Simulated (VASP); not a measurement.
# BiB (F-43m) in VASP: G0W0 quasiparticle levels with LDA

Aim: the G0W0 quasiparticle levels of BiB with LDA.

Everything below comes from runs of VASP 6.6.1. Logs are shortened: lines on timing, memory, paths and dates and some standing lists are left out, and cuts for length are marked.

### Step 1. The cell of the first run

It takes space group F-43m (No. 216, cubic). The conventional cell has a = 5.490 Å, b = 5.490 Å, c = 5.490 Å, α = 90.00°, β = 90.00°, γ = 90.00°. Within 3.1 Å of B (site symmetry -43m) lie 4 Bi at 2.38 Å. Within 3.1 Å of Bi (site symmetry -43m) lie 4 B at 2.38 Å.

### Step 2. G0W0 quasiparticle levels, LDA

Contents of POSCAR:

```
BiB
1.0
    0.0000000000      2.7448744654      2.7448744654
    2.7448744654      0.0000000000      2.7448744654
    2.7448744654      2.7448744654      0.0000000000
B Bi
1 1
Direct
    0.0000000000      0.0000000000      0.0000000000
    0.2500000000      0.2500000000      0.2500000000
```

Contents of INCAR.step1:

```
PREC = Accurate ; ENCUT = 500
EDIFF = 1E-8 ; ISMEAR = 0
SIGMA = 0.01 ; LREAL = False
LASPH = True ; NELM = 100
ALGO = Normal ; LWAVE = True
LCHARG = False ; GGA = CA
```

Contents of INCAR.step2:

```
PREC = Accurate ; ENCUT = 500
EDIFF = 1E-8 ; ISMEAR = 0
SIGMA = 0.01 ; LREAL = False
LASPH = True ; NELM = 1
ALGO = Exact ; LWAVE = True
LCHARG = False ; GGA = CA
NBANDS = 165 ; LOPTICS = True
ISTART = 1
```

Contents of INCAR.step3:

```
PREC = Accurate ; ENCUT = 500
EDIFF = 1E-8 ; ISMEAR = 0
SIGMA = 0.01 ; LREAL = False
LASPH = True ; ALGO = EVGW0
LWAVE = False ; LCHARG = False
GGA = CA ; NELMGW = 1
NBANDS = 165 ; ENCUTGW = 140.0
NOMEGA = 96 ; PRECFOCK = Fast
ISTART = 1 ; NBANDSGW = 18
OMEGAMAX = 20
```

Contents of KPOINTS:

```
Automatic mesh
0
Gamma
  4 4 4
```

Potentials or basis: VASP PAW LDA potentials, release 64 (B_GW, Bi_d_GW).

Started as:

```bash
cat potpaw_LDA.64/B_GW/POTCAR potpaw_LDA.64/Bi_d_GW/POTCAR > POTCAR
cp INCAR.step1 INCAR
mpirun -np 1 vasp_std > vasp.out
cp INCAR.step2 INCAR
mpirun -np 1 vasp_std > vasp.out
cp INCAR.step3 INCAR
mpirun -np 1 vasp_std > vasp.out
```

OUTCAR:

```text
PREC = Accurate
   ENCUT = 500
   EDIFF = 1E-8
   ISMEAR = 0
   LREAL = False
   LASPH = True
   GGA = CA
   NELMGW = 1
   ENCUTGW = 140.0
   PRECFOCK = Fast
   ISTART = 1

 ion  position               nearest neighbor table
   1  0.000  0.000  0.000-   2 2.38   2 2.38   2 2.38   2 2.38
   2  0.250  0.250  0.250-   1 2.38   1 2.38   1 2.38   1 2.38

  LATTYP: Found a face centered cubic cell.
 ALAT       =     5.4897489308

  Lattice vectors:

 A1 = (   0.0000000000,   2.7448744654,   2.7448744654)
 A2 = (   2.7448744654,   0.0000000000,   2.7448744654)
 A3 = (   2.7448744654,   2.7448744654,   0.0000000000)

Analysis of symmetry for initial positions (statically):
=====================================================================
 Subroutine PRICEL returns:
 Original cell was already a primitive cell.

 Routine SETGRP: Setting up the symmetry group for a
 face centered cubic supercell.

 Subroutine GETGRP returns: Found 24 space group operations
 (whereof 24 operations were pure point group operations)
 out of a pool of 48 trial point group operations.

The static configuration has the point symmetry T_d .

Analysis of symmetry for dynamics (positions and initial velocities):
=====================================================================
 Subroutine PRICEL returns:
 Original cell was already a primitive cell.

 Routine SETGRP: Setting up the symmetry group for a
 face centered cubic supercell.

 Subroutine GETGRP returns: Found 24 space group operations
 (whereof 24 operations were pure point group operations)
 out of a pool of 48 trial point group operations.

The dynamic configuration has the point symmetry T_d .

 Subroutine INISYM returns: Found 24 space group operations
 (whereof 24 operations are pure point group operations),
 and found     1 'primitive' translations

----------------------------------------------------------------------------------------

                                     Primitive cell

  volume of cell :      41.3616

  direct lattice vectors                    reciprocal lattice vectors
     0.000000000  2.744874465  2.744874465    -0.182157693  0.182157693  0.182157693
     2.744874465  0.000000000  2.744874465     0.182157693 -0.182157693  0.182157693
     2.744874465  2.744874465  0.000000000     0.182157693  0.182157693 -0.182157693

  length of vectors
     3.881838696  3.881838696  3.881838696     0.315506379  0.315506379  0.315506379

  position of ions in fractional coordinates (direct lattice)
     0.000000000  0.000000000  0.000000000
     0.250000000  0.250000000  0.250000000

  ion indices of the primitive-cell ions
   primitive index   ion index
                 1           1
                 2           2

----------------------------------------------------------------------------------------

 KPOINTS: Automatic mesh

Automatic generation of k-mesh.
 Grid dimensions read from file:
 generate k-points for:    4    4    4

 Generating k-lattice:

  Cartesian coordinates                     Fractional coordinates (reciprocal lattice)
    -0.045539423  0.045539423  0.045539423     0.250000000  0.000000000  0.000000000
     0.045539423 -0.045539423  0.045539423     0.000000000  0.250000000  0.000000000
     0.045539423  0.045539423 -0.045539423     0.000000000  0.000000000  0.250000000

  Length of vectors
     0.078876595  0.078876595  0.078876595

  Shift w.r.t. Gamma in fractional coordinates (k-lattice)
     0.000000000  0.000000000  0.000000000

 Subroutine IBZKPT returns following result:
 ===========================================

 Found      8 irreducible k-points:

 Following reciprocal coordinates:
            Coordinates               Weight
  0.000000  0.000000  0.000000      1.000000
  0.250000  0.000000  0.000000      8.000000
  0.500000  0.000000  0.000000      4.000000
  0.250000  0.250000  0.000000      6.000000
  0.500000  0.250000  0.000000     24.000000
 -0.250000  0.250000  0.000000     12.000000
  0.500000  0.500000  0.000000      3.000000
 -0.250000  0.500000  0.250000      6.000000
   k-points           NKPTS =      8   k-points in BZ     NKDIM =     64   number of bands    NBANDS=    165
   number of dos      NEDOS =    301   number of ions     NIONS =      2
   total plane-waves  NPLWV =  21952
   dimension x,y,z NGX =    28 NGY =   28 NGZ =   28
   dimension x,y,z NGXF=    56 NGYF=   56 NGZF=   56
   ions per type =               1   1
   NGX,Y,Z   is equivalent  to a cutoff of  11.99, 11.99, 11.99 a.u.
   NGXF,Y,Z  is equivalent  to a cutoff of  23.98, 23.98, 23.98 a.u.
 SYSTEM =  unknown system
   PREC   = accura    normal or accurate (medium, high low for compatibility)
   ISTART =      1    job   : 0-new  1-cont  2-samecut
   ICHARG =      0    charge: 1-file 2-atom 10-const
   ISPIN  =      1    spin polarized calculation?
   LNONCOLLINEAR =      F non collinear calculations
   LSORBIT =      F    spin-orbit coupling
   LASPH  =      T    aspherical Exc in radial PAW
   ENCUT  =  500.0 eV  36.75 Ry    6.06 a.u.   7.08  7.08  7.08*2*pi/ulx,y,z
   NELM   =     60;   NELMIN=  2; NELMDL=  0     # of ELM steps
   EDIFF  = 0.1E-07   stopping-criterion for ELM
   LREAL  =      F    real-space projection
   EDIFFG = 0.1E-06   stopping-criterion for IOM
   NSW    =      0    number of steps for IOM
   IBRION =     -1    ionic relax: 0-MD 1-quasi-New 2-CG
   NFREE  =      0    steps in history (QN), initial steepest desc. (CG)
   ISIF   =      0    stress and relaxation
   ISYM   =      3    0-nonsym 1-usesym 2-fastsym
   POTIM  = 0.5000    time-step for ionic-motion
   TEBEG  =    0.0;   TEEND  =   0.0 temperature during run
   PSTRESS=    0.0 pullay stress
   NELECT =      20.0000    total number of electrons
   NUPDOWN=      -1.0000    fix difference up-down
   EMIN   =  10.00;   EMAX   =-10.00  energy-range for DOS
   EFERMI =   0.00;   METHOD = LEGACY
   ISMEAR =     0;   SIGMA  =   0.01  broadening in eV -4-tet -1-fermi 0-gaus
   EFERMI_NEDOS =   21; number of points for ismear=-14 and -15
   IALGO  =     38    algorithm
   IMIX   =      4    mixing-type and parameters
     AMIX     =   0.40;   BMIX     =  1.00
     AMIX_MAG =   1.60;   BMIX_MAG =  1.00
  volume/ion in A,a.u.               =      20.68       139.56
  Fermi-wavevector in a.u.,A,eV,Ry     =   1.284948  2.428200 22.464475  1.651092
  Thomas-Fermi vector in A             =   2.417112
   LORBIT       =      0    0 simple, 1 ext, 2 COOP (PROOUT), +10 PAW based schemes
   GGA     = CA    functional components
   LHFCALC =     T    Hartree Fock is set to
   PRECFOCK=fast      Normal, Fast or Accurate (Low or Medium for compatibility)
   ENCUT4O =  -1.0   cutoff for four orbital integrals eV
   NKREDX  =     1    reduce k-point grid by
   NKREDY  =     1    reduce k-point grid by
   NKREDZ  =     1    reduce k-point grid by
   AEXX    =    1.0000 exact exchange contribution
   HFSCREEN=    0.0000 screening length (either q_TF or 0.3 A-1)
   HFSCREENC=   0.0000 screening length for correlation (either q_TF or 0.3 A-1)
   ENCUTFOCK=  -1.0 apply spherical cutoff to Coloumb kernel
   IVDW    =     0    specifies the selected vdW correction
   LEPSILON=     F    determine dielectric tensor
   LRPA    =     F    only Hartree local field effects (RPA)
   LRPAFORCE           =     F    calculate RPA forces
   ENCUTGW             = 140.0    cutoff for response function in eV
   ENCUTGWSOFT         = 112.0    soft cutoff for Coulomb kernel in GW response function in eV
   ENCUTLF             =  -1.0    cutoff for local field effects
   NELMGW              =     1    number of iterations in solving QP/BSE equation
   NELMHF              =     1    number of iterations in the inner HF iteration
   NKREDLFX            =     1    NKREDLFY  =   1   NKREDLFZ  =   1
 non-spin polarized calculation
 Gauss-broadening in eV      SIGMA  =   0.01
  energy-cutoff  :      500.00
  volume of cell :       41.36
 maximum number of plane-waves:      1067
  NGX = 16; NGY = 16; NGZ = 16
   NGX = 15   NGY = 15   NGZ = 15
 maximum number of plane-waves:       169

 QP shifts <psi_nk| G(iteration)W_0 |psi_nk>: iteration 1
 for sc-GW calculations column KS-energies equals QP-energies in previous step
 and V_xc(KS)=  KS-energies - (<T + V_ion + V_H > + <T+V_H+V_ion>^1  + <V_x>^1)

 k-point   1 :       0.0000    0.0000    0.0000
  band No.  KS-energies  QP-energies   sigma(KS)   V_xc(KS)     V^pw_x(r,r')   Z            occupation Imag(sigma)

      1    -148.6914    -160.9128     -29.4431     -12.2096     -37.9958       0.7092       2.0000       0.5462
      2     -18.9230     -21.1409     -21.1675     -18.0956     -26.9940       0.7220       2.0000       0.3572
      3     -18.9230     -21.1409     -21.1675     -18.0956     -26.9940       0.7220       2.0000       0.3572
      4     -18.9230     -21.1409     -21.1675     -18.0956     -26.9940       0.7220       2.0000       0.3572
      5     -18.8356     -21.0262     -21.1800     -18.1237     -26.9482       0.7168       2.0000       0.2684
      6     -18.8356     -21.0262     -21.1800     -18.1237     -26.9482       0.7168       2.0000       0.2684
[... 10 lines left out ...]
     17      14.6033      14.7448      -8.6408      -8.8263      -2.7685       0.7629       0.0000      -0.3621
     18      14.6033      14.7448      -8.6408      -8.8263      -2.7685       0.7629       0.0000      -0.3621

 k-point   2 :       0.2500    0.0000    0.0000
  band No.  KS-energies  QP-energies   sigma(KS)   V_xc(KS)     V^pw_x(r,r')   Z            occupation Imag(sigma)

      1    -148.6910    -160.9691     -29.4431     -12.2085     -37.9956       0.7124       2.0000       0.5462
      2     -18.9195     -21.1303     -21.1546     -18.0939     -26.9934       0.7223       2.0000       0.3611
      3     -18.9051     -21.1305     -21.1844     -18.1088     -26.9987       0.7235       2.0000       0.3507
      4     -18.9051     -21.1305     -21.1844     -18.1088     -26.9987       0.7235       2.0000       0.3507
      5     -18.8314     -21.0372     -21.1887     -18.1290     -26.9559       0.7209       2.0000       0.2777
      6     -18.8314     -21.0372     -21.1887     -18.1290     -26.9559       0.7209       2.0000       0.2777
[... 10 lines left out ...]
     17      13.4825      13.6073      -9.3293      -9.4919      -3.8195       0.7674       0.0000      -0.2757
     18      15.4253      15.6494     -10.0426     -10.3387      -3.8634       0.7567       0.0000      -0.4660

 k-point   3 :       0.5000    0.0000    0.0000
  band No.  KS-energies  QP-energies   sigma(KS)   V_xc(KS)     V^pw_x(r,r')   Z            occupation Imag(sigma)
[... 89 lines left out ...]
      1    -148.6909    -160.9743     -29.4424     -12.2083     -37.9948       0.7127       2.0000       0.5462
      2     -18.9619     -21.1567     -21.0836     -18.0528     -26.9654       0.7241       2.0000       0.3821
      3     -18.8728     -21.0580     -21.1075     -18.0735     -26.9048       0.7202       2.0000       0.2937
      4     -18.8371     -21.0809     -21.2703     -18.1759     -27.0478       0.7251       2.0000       0.3308
      5     -18.8371     -21.0809     -21.2703     -18.1759     -27.0478       0.7251       2.0000       0.3308
      6     -18.8043     -21.0270     -21.2229     -18.1517     -26.9719       0.7238       2.0000       0.2812
[... 10 lines left out ...]
     17      17.3408      17.5408     -10.8908     -11.1611      -4.1562       0.7400       0.0000      -0.7290
     18      18.0225      18.2971     -10.1698     -10.5329      -3.9972       0.7560       0.0000      -0.5510

 k-point   8 :      -0.2500    0.5000    0.2500
  band No.  KS-energies  QP-energies   sigma(KS)   V_xc(KS)     V^pw_x(r,r')   Z            occupation Imag(sigma)

      1    -148.6912    -160.9542     -29.4426     -12.2090     -37.9951       0.7116       2.0000       0.5462
      2     -18.9163     -21.1248     -21.1484     -18.0991     -27.0081       0.7243       2.0000       0.3792
      3     -18.8847     -21.1139     -21.2000     -18.1250     -27.0021       0.7249       2.0000       0.3365
      4     -18.8576     -21.0600     -21.1524     -18.0981     -26.9362       0.7211       2.0000       0.3036
      5     -18.8349     -21.0677     -21.2574     -18.1714     -27.0339       0.7235       2.0000       0.3174
      6     -18.8206     -21.0311     -21.1958     -18.1338     -26.9565       0.7219       2.0000       0.2840
[... 10 lines left out ...]
     17      17.1923      17.5026     -11.3817     -11.7869      -4.8195       0.7657       0.0000      -0.6909
     18      17.7195      18.0315     -10.6888     -11.1136      -4.1845       0.7345       0.0000      -0.6083
```

Wall time 2.7 min (1 thread of AMD EPYC 9R45 (Zen 5), shared host); peak memory 0.41 GiB.

What came out:

- Quasiparticle gap: 0.69 eV
- Least direct quasiparticle gap: 0.69 eV
- Band gap of the starting levels on the mesh: 0.37 eV
- Least direct gap of the starting levels on the mesh: 0.37 eV

Caveat: the k points lie up to 0.50 Å⁻¹ apart; bands, screening cutoff and mesh are small and nothing is extrapolated, so the quasiparticle values aren't converged; the structure was generated, so it needn't be the stable form of BiB; spin-orbit coupling is left out, which moves the levels of the heavy elements.
